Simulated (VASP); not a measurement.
# PbS (P3_212) in VASP: a series of runs, part 2 of 2

VASP 6.6.1. The steps go on from the part before.

### Step 5. Single point, PBE

This run uses another cell than the first one, of 30.45 Å³/atom.

Contents of INCAR:

```
  PREC = Accurate
  ENCUT = 520
  EDIFF = 1E-7
  ISMEAR = 0
  SIGMA = 0.01
  LREAL = F
  LASPH = T
  NELM = 100
  ALGO = Normal
  ISIF = 2
  LWAVE = F
  LCHARG = F
  GGA = PE
  NBANDS = 39
```

Contents of KPOINTS:

```
Automatic mesh
0
Gamma
  12 12 4
```

Contents of POSCAR:

```
PbS
1.0
    4.9830007442      0.0000000000      0.0000000000
   -2.4915003721      4.3154052315      0.0000000000
    0.0000000000      0.0000000000      8.4965578172
Pb S
3 3
Direct
    0.1585570339      0.8414429661      0.6666666667
    0.1585570339      0.3171140679      0.3333333333
    0.6828859321      0.8414429661      0.0000000000
    0.8346767151      0.1653232849      0.6666666667
    0.8346767151      0.6693534302      0.3333333333
    0.3306465698      0.1653232849      0.0000000000
```

Potentials or basis: VASP PAW PBE potentials, release 64 (Pb_d, S).

Command:

```
$ cat potpaw_PBE.64/Pb_d/POTCAR potpaw_PBE.64/S/POTCAR > POTCAR
$ mpirun -np 1 vasp_std > vasp.out
```

OUTCAR:

```text
PREC = Accurate
   ENCUT = 520
   EDIFF = 1E-7
   ISMEAR = 0
   LREAL = F
   LASPH = T
   NELM = 100
   ISIF = 2
   GGA = PE

 ion  position               nearest neighbor table
   1  0.159  0.841  0.667-   4 2.80   4 2.92   4 2.92   6 3.16   5 3.16   3 3.69   2 3.69   3 3.85
                             2 3.85
   2  0.159  0.317  0.333-   5 2.80   5 2.92   5 2.92   6 3.16   4 3.16   3 3.69   1 3.69   3 3.85
                             1 3.85
   3  0.683  0.841  0.000-   6 2.80   6 2.92   6 2.92   4 3.16   5 3.16   2 3.69   1 3.69   2 3.85
                             1 3.85
   4  0.835  0.165  0.667-   1 2.80   1 2.92   1 2.92   3 3.16   2 3.16
   5  0.835  0.669  0.333-   2 2.80   2 2.92   2 2.92   3 3.16   1 3.16
   6  0.331  0.165  0.000-   3 2.80   3 2.92   3 2.92   1 3.16   2 3.16

  LATTYP: Found a hexagonal cell.
 ALAT       =     4.9830007442
 C/A-ratio  =     1.7051086792

  Lattice vectors:

 A1 = (   4.9830007442,   0.0000000000,   0.0000000000)
 A2 = (  -2.4915003721,   4.3154052315,   0.0000000000)
 A3 = (   0.0000000000,   0.0000000000,   8.4965578172)

Analysis of symmetry for initial positions (statically):
=====================================================================
 Subroutine PRICEL returns:
 Original cell was already a primitive cell.

 Routine SETGRP: Setting up the symmetry group for a
 hexagonal supercell.

 Subroutine GETGRP returns: Found  6 space group operations
 (whereof  2 operations were pure point group operations)
 out of a pool of 24 trial point group operations.

The static configuration has the point symmetry C_2 .
 The point group associated with its full space group is D_3 .

Analysis of symmetry for dynamics (positions and initial velocities):
=====================================================================
 Subroutine PRICEL returns:
 Original cell was already a primitive cell.

 Routine SETGRP: Setting up the symmetry group for a
 hexagonal supercell.

[... 135 lines left out ...]
  Fermi-wavevector in a.u.,A,eV,Ry     =   1.129467  2.134382 17.356882  1.275695
  Thomas-Fermi vector in A             =   2.266160
   LORBIT       =      0    0 simple, 1 ext, 2 COOP (PROOUT), +10 PAW based schemes
   GGA     = PE    functional components
   LHFCALC =     F    Hartree Fock is set to
   AEXX    =    0.0000 exact exchange contribution
   IVDW    =     0    specifies the selected vdW correction
   LEPSILON=     F    determine dielectric tensor
   LRPA    =     F    only Hartree local field effects (RPA)
 non-spin polarized calculation
 Gauss-broadening in eV      SIGMA  =   0.01
  energy-cutoff  :      520.00
  volume of cell :      182.71
 maximum number of plane-waves:      4945
 NGX is ok and might be reduce to    40
   NGX = 19   NGY = 19   NGZ = 31

 number of electron      59.9999998 magnetization

 Free energy of the ion-electron system (eV)
  ---------------------------------------------------
  ext. energy  EPLUGINS =         0.00000000
  ---------------------------------------------------
  free energy    TOTEN  =       -24.78186215 eV

  energy without entropy =      -24.78186215  energy(sigma->0) =      -24.78186215

 E-fermi :   4.5577     XC(G=0):  -8.8465

 val. band max:        4.4534702784   @ k =   0.3333   0.3333   0.5000
 cond. band min:       4.6951319134   @ k =  -0.3333  -0.3333   0.2500
 fundamental gap:      0.2416616350
 Fermi energy:         4.5577009284

 k-point     1 :       0.0000    0.0000    0.0000
  band No.  band energies     occupation
      1     -12.7443      2.00000
      2     -12.7443      2.00000
      3     -12.7207      2.00000
      4     -12.7071      2.00000
      5     -12.7071      2.00000
      6     -12.6794      2.00000
[... 997 lines left out ...]
     38       8.5060      0.00000
     39       9.1449      0.00000

 [... further k-points ...]

------------------------ aborting loop because EDIFF is reached ----------------------------------------

  FORCE on cell =-STRESS in cart. coord.  units (eV):
  Direction    XX          YY          ZZ          XY          YZ          ZX
  --------------------------------------------------------------------------------------
  -------------------------------------------------------------------------------------
  Total       -0.0917042     -0.0917042     -0.0534320      0.0000000      0.0000000      0.0000000
  in kB       -0.8041632     -0.8041632     -0.4685502      0.0000000      0.0000000      0.0000000
  external PRESSURE =      -0.6922922 kB  Pullay stress =       0.0000000 kB

 VOLUME and BASIS-vectors are now :
 -----------------------------------------------------------------------------
  energy-cutoff  :      520.00
  volume of cell :      182.71
      direct lattice vectors                 reciprocal lattice vectors
     4.983000744  0.000000000  0.000000000     0.200682290  0.115863974  0.000000000
    -2.491500372  4.315405231  0.000000000     0.000000000  0.231727948  0.000000000
     0.000000000  0.000000000  8.496557817     0.000000000  0.000000000  0.117694721

 POSITION                                       TOTAL-FORCE (eV/Angst)
 -----------------------------------------------------------------------------------
     -1.30637      3.63117      5.66437        -0.001012      0.000584     -0.000000
     -0.00000      1.36848      2.83219        -0.000000     -0.001169      0.000000
      1.30637      3.63117      0.00000         0.001012      0.000584     -0.000000
      3.74729      0.71344      5.66437        -0.000454      0.000262     -0.000000
      2.49150      2.88853      2.83219        -0.000000     -0.000524     -0.000000
      1.23571      0.71344      0.00000         0.000454      0.000262     -0.000000
 -----------------------------------------------------------------------------------
    total drift:                               -0.000001     -0.000001     -0.000000

  FREE ENERGIE OF THE ION-ELECTRON SYSTEM (eV)
  ---------------------------------------------------
  free  energy   TOTEN  =       -24.7818621519 eV

  energy  without entropy=      -24.7818621519  energy(sigma->0) =      -24.78186215
```

Wall time 13 min (1 thread of Intel Xeon 8259CL, shared host); peak memory 0.55 GiB.

What came out:

* Free energy: -24.7819 eV
* Pressure: -0.1 GPa
* Band gap on the k mesh: 0.24 eV (least direct gap 0.37 eV)

Caveat: spin-orbit coupling is left out, which moves the levels of the heavy elements. A k mesh can miss the band edges.

### Step 6. Summary

```tsv
task	cell	k mesh	cutoff (eV)	smearing	gap on the mesh (eV)	pressure (GPa)	largest force (eV/Å)
single point	a = 4.339, b = 4.339, c = 7.093 Å, angles 90.0, 90.0, 120.0°, 6 atoms, atomic positions A	6 × 6 × 4	520	gaussian 0.1 eV	none	49.1	1.42
single point	a = 4.982, b = 4.982, c = 8.471 Å, angles 90.0, 90.0, 120.0°, 6 atoms, atomic positions B	6 × 6 × 4	520	gaussian 0.1 eV	0.24	0.0	0.01
relaxation of cell and atoms	relaxed from a = 4.339, b = 4.339, c = 7.093 Å, angles 90.0, 90.0, 120.0°, 6 atoms, atomic positions A	6 × 6 × 4	600	gaussian 0.1 eV	0.17	0.1	0.04
single point	a = 4.983, b = 4.983, c = 8.497 Å, angles 90.0, 90.0, 120.0°, 6 atoms, atomic positions C	12 × 12 × 4	520	gaussian 0.01 eV	0.24	-0.1	-
```

Alike in all rows: level PBE; potentials or basis VASP PAW PBE potentials, release 64 (Pb_d, S); no spin polarisation.

Caveats: spin-orbit coupling is left out, which moves the levels of the heavy elements; the stress differs along the axes, from 43 to 52 GPa (at least some runs); forces of over 1 eV/Å act on the atoms, so gaps and moduli don't describe the material at rest (at least some runs); the volume moved by over 15 % at a fixed basis, so the end points are rough (at least some runs).

Total energies depend on the potentials used, so only differences within one code and one set of settings carry meaning.

The gap in the log of VASP goes by the Fermi energy; the results here count the filled bands.